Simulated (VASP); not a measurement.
# SiO2 (P4_2/mnm) in VASP: further runs

Runs on SiO2. Level: LDA. Tasks: single point.

All numbers are computed with VASP 6.6.1; they aren't measurements. Logs are shortened: lines on timing, memory, paths and dates and some standing lists are left out, and cuts for length are marked.

## Step 1: The cell of the first run

The structure is tetragonal, space group P4_2/mnm (No. 136). Conventional cell: a = 4.280 Å, b = 4.280 Å, c = 2.470 Å, α = 90.00°, β = 90.00°, γ = 90.00°. Si (site symmetry mmm) has 6 O at 1.71 to 1.85 Å within 2.3 Å. Within 2.3 Å of O (site symmetry m2m) lie 3 Si at 1.71 to 1.85 Å.

## Step 2: Single point, LDA

Contents of INCAR:

```
SYSTEM = SiO2
ALGO = Normal
EDIFF = 1E-6
ENCUT = 520
ISIF = 2
ISMEAR = 0
LASPH = .True.
LCHARG = .False.
LREAL = .False.
LWAVE = .False.
NBANDS = 25
NELM = 60
PREC = Accurate
SIGMA = 0.05
```

Contents of KPOINTS:

```
k-points
0
Gamma
  6 6 8
  0 0 0
```

Contents of POSCAR:

```
SiO2
1.0
    4.2798000000      0.0000000000      0.0000000000
    0.0000000000      4.2798000000      0.0000000000
    0.0000000000      0.0000000000      2.4697000000
Si O
2 4
Direct
    0.5000000000      0.5000000000      0.5000000000
    0.0000000000      0.0000000000      0.0000000000
    0.6944252994      0.6944252994      0.0000000000
    0.1944252994      0.8055747006      0.5000000000
    0.3055747006      0.3055747006      0.0000000000
    0.8055747006      0.1944252994      0.5000000000
```

Potentials or basis: VASP PAW LDA potentials, release 64 (Si, O).

The run is started by

```bash
$ cat potpaw_LDA.64/Si/POTCAR potpaw_LDA.64/O/POTCAR > POTCAR
$ mpirun -np 1 vasp_std > vasp.out
```

OUTCAR:

```text
SYSTEM = SiO2
   EDIFF = 1E-6
   ENCUT = 520
   ISIF = 2
   ISMEAR = 0
   LASPH = .True.
   LREAL = .False.
   NELM = 60
   PREC = Accurate

 ion  position               nearest neighbor table
   1  0.500  0.500  0.500-   3 1.71   5 1.71   3 1.71   5 1.71   4 1.85   6 1.85
   2  0.000  0.000  0.000-   4 1.71   6 1.71   4 1.71   6 1.71   5 1.85   3 1.85
   3  0.694  0.694  0.000-   1 1.71   1 1.71   2 1.85
   4  0.194  0.806  0.500-   2 1.71   2 1.71   1 1.85
   5  0.306  0.306  0.000-   1 1.71   1 1.71   2 1.85
   6  0.806  0.194  0.500-   2 1.71   2 1.71   1 1.85

  LATTYP: Found a simple tetragonal cell.
 ALAT       =     4.2798000000
 C/A-ratio  =     0.5770596757

  Lattice vectors:

 A1 = (   4.2798000000,   0.0000000000,   0.0000000000)
 A2 = (   0.0000000000,   4.2798000000,   0.0000000000)
 A3 = (   0.0000000000,   0.0000000000,   2.4697000000)

Analysis of symmetry for initial positions (statically):
=====================================================================
 Subroutine PRICEL returns:
 Original cell was already a primitive cell.

 Routine SETGRP: Setting up the symmetry group for a
 simple tetragonal supercell.

 Subroutine GETGRP returns: Found 16 space group operations
 (whereof  8 operations were pure point group operations)
 out of a pool of 16 trial point group operations.

The static configuration has the point symmetry D_2h.
 The point group associated with its full space group is D_4h.

Analysis of symmetry for dynamics (positions and initial velocities):
=====================================================================
 Subroutine PRICEL returns:
 Original cell was already a primitive cell.

 Routine SETGRP: Setting up the symmetry group for a
 simple tetragonal supercell.

 Subroutine GETGRP returns: Found 16 space group operations
 (whereof  8 operations were pure point group operations)
 out of a pool of 16 trial point group operations.

The dynamic configuration has the point symmetry D_2h.
 The point group associated with its full space group is D_4h.

 Subroutine INISYM returns: Found 16 space group operations
 (whereof  8 operations are pure point group operations),
 and found     1 'primitive' translations

----------------------------------------------------------------------------------------

                                     Primitive cell

  volume of cell :      45.2367

  direct lattice vectors                    reciprocal lattice vectors
     4.279800000  0.000000000  0.000000000     0.233655778  0.000000000  0.000000000
     0.000000000  4.279800000  0.000000000     0.000000000  0.233655778  0.000000000
     0.000000000  0.000000000  2.469700000     0.000000000  0.000000000  0.404907479

  length of vectors
     4.279800000  4.279800000  2.469700000     0.233655778  0.233655778  0.404907479

  position of ions in fractional coordinates (direct lattice)
     0.500000000  0.500000000  0.500000000
     0.000000000  0.000000000  0.000000000
     0.694425299  0.694425299  0.000000000
     0.194425299  0.805574701  0.500000000
     0.305574701  0.305574701  0.000000000
     0.805574701  0.194425299  0.500000000

  ion indices of the primitive-cell ions
   primitive index   ion index
                 1           1
                 2           2
                 3           3
                 4           4
                 5           5
                 6           6

----------------------------------------------------------------------------------------

 KPOINTS: k-points

Automatic generation of k-mesh.
 Grid dimensions read from file:
 generate k-points for:    6    6    8

 Generating k-lattice:

  Cartesian coordinates                     Fractional coordinates (reciprocal lattice)
     0.038942630  0.000000000  0.000000000     0.166666667  0.000000000  0.000000000
     0.000000000  0.038942630  0.000000000     0.000000000  0.166666667  0.000000000
     0.000000000  0.000000000  0.050613435     0.000000000  0.000000000  0.125000000

  Length of vectors
     0.038942630  0.038942630  0.050613435

  Shift w.r.t. Gamma in fractional coordinates (k-lattice)
     0.000000000  0.000000000  0.000000000

 Subroutine IBZKPT returns following result:
 ===========================================

 Found     50 irreducible k-points:

 Following reciprocal coordinates:
            Coordinates               Weight
  0.000000  0.000000  0.000000      1.000000
  0.166667  0.000000  0.000000      4.000000
  0.333333  0.000000  0.000000      4.000000
  0.500000  0.000000  0.000000      2.000000
  0.166667  0.166667  0.000000      4.000000
  0.333333  0.166667  0.000000      8.000000
[... 16 lines left out ...]
  0.333333  0.000000  0.250000      8.000000
  0.500000  0.000000  0.250000      4.000000
 [... further k-points ...]
   k-points           NKPTS =     50   k-points in BZ     NKDIM =     50   number of bands    NBANDS=     25
   number of dos      NEDOS =    301   number of ions     NIONS =      6
   total plane-waves  NPLWV =  18432
   dimension x,y,z NGX =    32 NGY =   32 NGZ =   18
   dimension x,y,z NGXF=    64 NGYF=   64 NGZF=   36
   ions per type =               2   4
   NGX,Y,Z   is equivalent  to a cutoff of  12.43, 12.43, 12.12 a.u.
   NGXF,Y,Z  is equivalent  to a cutoff of  24.86, 24.86, 24.23 a.u.
 SYSTEM =  SiO2
   PREC   = accura    normal or accurate (medium, high low for compatibility)
   ISTART =      0    job   : 0-new  1-cont  2-samecut
   ICHARG =      2    charge: 1-file 2-atom 10-const
   ISPIN  =      1    spin polarized calculation?
   LNONCOLLINEAR =      F non collinear calculations
   LSORBIT =      F    spin-orbit coupling
   LASPH  =      T    aspherical Exc in radial PAW
   ENCUT  =  520.0 eV  38.22 Ry    6.18 a.u.   7.96  7.96  4.59*2*pi/ulx,y,z
   NELM   =     60;   NELMIN=  2; NELMDL= -5     # of ELM steps
   EDIFF  = 0.1E-05   stopping-criterion for ELM
   LREAL  =      F    real-space projection
   EDIFFG = 0.1E-04   stopping-criterion for IOM
   NSW    =      0    number of steps for IOM
   IBRION =     -1    ionic relax: 0-MD 1-quasi-New 2-CG
   NFREE  =      0    steps in history (QN), initial steepest desc. (CG)
   ISIF   =      2    stress and relaxation
   ISYM   =      2    0-nonsym 1-usesym 2-fastsym
   POTIM  = 0.5000    time-step for ionic-motion
   TEBEG  =    0.0;   TEEND  =   0.0 temperature during run
   PSTRESS=    0.0 pullay stress
   NELECT =      32.0000    total number of electrons
   NUPDOWN=      -1.0000    fix difference up-down
   EMIN   =  10.00;   EMAX   =-10.00  energy-range for DOS
   EFERMI =   0.00;   METHOD = LEGACY
   ISMEAR =     0;   SIGMA  =   0.05  broadening in eV -4-tet -1-fermi 0-gaus
   EFERMI_NEDOS =   21; number of points for ismear=-14 and -15
   IALGO  =     38    algorithm
   IMIX   =      4    mixing-type and parameters
     AMIX     =   0.40;   BMIX     =  1.00
     AMIX_MAG =   1.60;   BMIX_MAG =  1.00
  volume/ion in A,a.u.               =       7.54        50.88
  Fermi-wavevector in a.u.,A,eV,Ry     =   1.458684  2.756512 28.949904  2.127758
  Thomas-Fermi vector in A             =   2.575339
   LORBIT       =      0    0 simple, 1 ext, 2 COOP (PROOUT), +10 PAW based schemes
   GGA     = CA    functional components
   LHFCALC =     F    Hartree Fock is set to
   AEXX    =    0.0000 exact exchange contribution
   IVDW    =     0    specifies the selected vdW correction
   LEPSILON=     F    determine dielectric tensor
   LRPA    =     F    only Hartree local field effects (RPA)
 non-spin polarized calculation
 Gauss-broadening in eV      SIGMA  =   0.05
  energy-cutoff  :      520.00
  volume of cell :       45.24
 maximum number of plane-waves:      1272
 NGX is ok and might be reduce to    32
   NGX = 15   NGY = 15   NGZ =  9

 number of electron      32.0000027 magnetization

 Free energy of the ion-electron system (eV)
  ---------------------------------------------------
  ext. energy  EPLUGINS =         0.00000000
  ---------------------------------------------------
  free energy    TOTEN  =       -51.34522678 eV

  energy without entropy =      -51.34522678  energy(sigma->0) =      -51.34522678

 E-fermi :   8.5277     XC(G=0): -12.8476

 val. band max:        8.2571879361   @ k =   0.0000   0.0000   0.0000
 cond. band min:      14.5020056794   @ k =   0.0000   0.0000   0.0000
 fundamental gap:      6.2448177432
 Fermi energy:         8.5276922321

 k-point     1 :       0.0000    0.0000    0.0000
  band No.  band energies     occupation
      1     -14.4449      2.00000
      2     -10.7972      2.00000
      3     -10.7972      2.00000
      4     -10.7503      2.00000
      5      -2.7638      2.00000
      6       1.1684      2.00000
[... 17 lines left out ...]
     24      22.1455      0.00000
     25      23.3311      0.00000

 k-point     2 :       0.1667    0.0000    0.0000
  band No.  band energies     occupation
      1     -14.3055      2.00000
      2     -11.5546      2.00000
      3     -10.7238      2.00000
      4     -10.2760      2.00000
      5      -2.6401      2.00000
      6       0.4891      2.00000
[... 17 lines left out ...]
     24      22.1458      0.00000
     25      23.3198      0.00000

 k-point     3 :       0.3333    0.0000    0.0000
  band No.  band energies     occupation
      1     -13.8973      2.00000
      2     -12.4352      2.00000
      3     -10.5272      2.00000
      4     -10.1446      2.00000
      5      -2.2405      2.00000
      6      -0.5867      2.00000
[... 17 lines left out ...]
     24      22.7352      0.00000
     25      22.9412      0.00000

 k-point     4 :       0.5000    0.0000    0.0000
  band No.  band energies     occupation
      1     -13.2527      2.00000
      2     -13.2527      2.00000
      3     -10.2867      2.00000
      4     -10.2867      2.00000
      5      -1.5413      2.00000
      6      -1.5413      2.00000
[... 17 lines left out ...]
     24      22.5469      0.00000
     25      23.4705      0.00000
[... 477 lines left out ...]
 k-point    22 :       0.1667    0.0000    0.2500
  band No.  band energies     occupation
      1     -13.3356      2.00000
      2     -10.9496      2.00000
      3     -10.1693      2.00000
      4      -9.9372      2.00000
      5      -2.0489      2.00000
      6       0.9997      2.00000
[... 17 lines left out ...]
     24      22.5264      0.00000
     25      22.7289      0.00000

 k-point    23 :       0.3333    0.0000    0.2500
  band No.  band energies     occupation
      1     -12.9648      2.00000
      2     -11.6782      2.00000
      3     -10.0385      2.00000
      4      -9.8222      2.00000
      5      -1.4697      2.00000
      6       0.1076      2.00000
[... 17 lines left out ...]
     24      22.4203      0.00000
     25      22.6130      0.00000

 k-point    24 :       0.5000    0.0000    0.2500
  band No.  band energies     occupation
      1     -12.3884      2.00000
      2     -12.3884      2.00000
      3      -9.8906      2.00000
      4      -9.8906      2.00000
      5      -0.7201      2.00000
      6      -0.7201      2.00000
[... 17 lines left out ...]
     24      22.2713      0.00000
     25      22.7408      0.00000

 [... further k-points ...]
[... 5 lines left out ...]
  --------------------------------------------------------------------------------------
  -------------------------------------------------------------------------------------
  Total       -1.8551056     -1.8551056     15.6467191      0.0000000      0.0000000      0.0000000
  in kB      -65.7034353    -65.7034353    554.1696263      0.0000000      0.0000000      0.0000000
  external PRESSURE =     140.9209186 kB  Pullay stress =       0.0000000 kB

 VOLUME and BASIS-vectors are now :
 -----------------------------------------------------------------------------
  energy-cutoff  :      520.00
  volume of cell :       45.24
      direct lattice vectors                 reciprocal lattice vectors
     4.279800000  0.000000000  0.000000000     0.233655778  0.000000000  0.000000000
     0.000000000  4.279800000  0.000000000     0.000000000  0.233655778  0.000000000
     0.000000000  0.000000000  2.469700000     0.000000000  0.000000000  0.404907479

 POSITION                                       TOTAL-FORCE (eV/Angst)
 -----------------------------------------------------------------------------------
      2.13990      2.13990      1.23485        -0.000000     -0.000000      0.000000
      0.00000      0.00000      0.00000        -0.000000     -0.000000      0.000000
      2.97200      2.97200      0.00000        -0.272201     -0.272201      0.000000
      0.83210      3.44770      1.23485        -0.272201      0.272201      0.000000
      1.30780      1.30780      0.00000         0.272201      0.272201     -0.000000
      3.44770      0.83210      1.23485         0.272201     -0.272201      0.000000
 -----------------------------------------------------------------------------------
    total drift:                                0.000000      0.000000     -0.000000

  FREE ENERGIE OF THE ION-ELECTRON SYSTEM (eV)
  ---------------------------------------------------
  free  energy   TOTEN  =       -51.3452267821 eV

  energy  without entropy=      -51.3452267821  energy(sigma->0) =      -51.34522678
```

It took 66 s on 1 thread of AMD EPYC 7R13, shared host; peak memory 0.13 GiB.

Results:

```
Free energy            : -51.3452 eV
Pressure               : 14.1 GPa
Largest force          : 0.385 eV/Å
Band gap on the k mesh : 6.24 eV, direct
```

Forces on the atoms (eV/Å):
```
Si   0.000  0.000  0.000
Si   0.000  0.000  0.000
O   -0.272 -0.272  0.000
O   -0.272  0.272  0.000
O    0.272  0.272  0.000
O    0.272 -0.272  0.000
```

## Step 3: Single point, LDA

This run uses another cell than the first one, of 7.56 Å³/atom, 1.003 times its volume.

Contents of INCAR:

```
ALGO = Normal
EDIFF = 1E-6
ENCUT = 520
GGA = CA
ISIF = 2
ISMEAR = 0
LASPH = T
LCHARG = F
LREAL = F
LWAVE = F
NBANDS = 25
NELM = 60
PREC = Accurate
SIGMA = 0.05
```

Contents of KPOINTS:

```
k-points
0
Gamma
  6 6 8
```

POSCAR, as its differences from that of step 2:

```diff
@@ -2,5 +2,5 @@
 1.0
-    4.2798000000      0.0000000000      0.0000000000
-    0.0000000000      4.2798000000      0.0000000000
-    0.0000000000      0.0000000000      2.4697000000
+    4.1801000000      0.0000000000      0.0000000000
+    0.0000000000      4.1801000000      0.0000000000
+    0.0000000000      0.0000000000      2.5974000000
 Si O
```

Potentials or basis: VASP PAW LDA potentials, release 64 (Si, O).

The run is started by

```bash
$ cat potpaw_LDA.64/Si/POTCAR potpaw_LDA.64/O/POTCAR > POTCAR
$ mpirun -np 1 vasp_std > vasp.out
```

Run time: 68 s. Hardware: 1 thread of AMD EPYC 7R13, shared host; peak memory 0.13 GiB.

The run converged. Its results:

```yaml
Free_energy: -51.9015 eV
Pressure: 7.0 GPa
Largest_force: 0.027 eV/Å
Band_gap_on_the_k_mesh: 6.14 eV, direct
```

Forces on the atoms (eV/Å):
```
Si   0.000  0.000  0.000
Si   0.000  0.000  0.000
O   -0.019 -0.019  0.000
O   -0.019  0.019  0.000
O    0.019  0.019  0.000
O    0.019 -0.019  0.000
```

Stress tensor (GPa, compression positive):
```
 1.13  0.00  0.00
 0.00  1.13  0.00
 0.00  0.00 18.81
```

Levels at points of the mesh, in eV from the valence-band top:
| k point | band 12 | band 13 | band 14 | band 15 | band 16 | band 17 | band 18 | band 19 | band 20 | band 21 |
| --- | --- | --- | --- | --- | --- | --- | --- | --- | --- | --- |
| (0.00, 0.00, 0.00) | -3.09 | -2.42 | -0.95 | -0.95 | 0.00 | 6.14 | 6.98 | 8.91 | 8.91 | 10.73 |
| (0.50, 0.00, 0.00) | -4.09 | -2.64 | -2.64 | -1.14 | -1.14 | 8.20 | 8.20 | 9.41 | 9.41 | 10.73 |
| (0.50, 0.50, 0.00) | -3.22 | -2.71 | -2.71 | -2.50 | -2.50 | 7.84 | 7.84 | 10.40 | 10.40 | 12.88 |
| (0.00, 0.00, 0.50) | -4.86 | -3.20 | -3.20 | -2.82 | -2.82 | 9.17 | 9.17 | 12.62 | 12.62 | 12.64 |
| (0.50, 0.00, 0.50) | -4.19 | -2.44 | -2.44 | -1.86 | -1.86 | 8.77 | 8.77 | 9.74 | 9.74 | 12.03 |
| (0.50, 0.50, 0.50) | -4.72 | -1.90 | -1.90 | -1.64 | -1.64 | 7.22 | 7.22 | 10.87 | 10.87 | 11.39 |

(Part 1 of 2 ends here.)
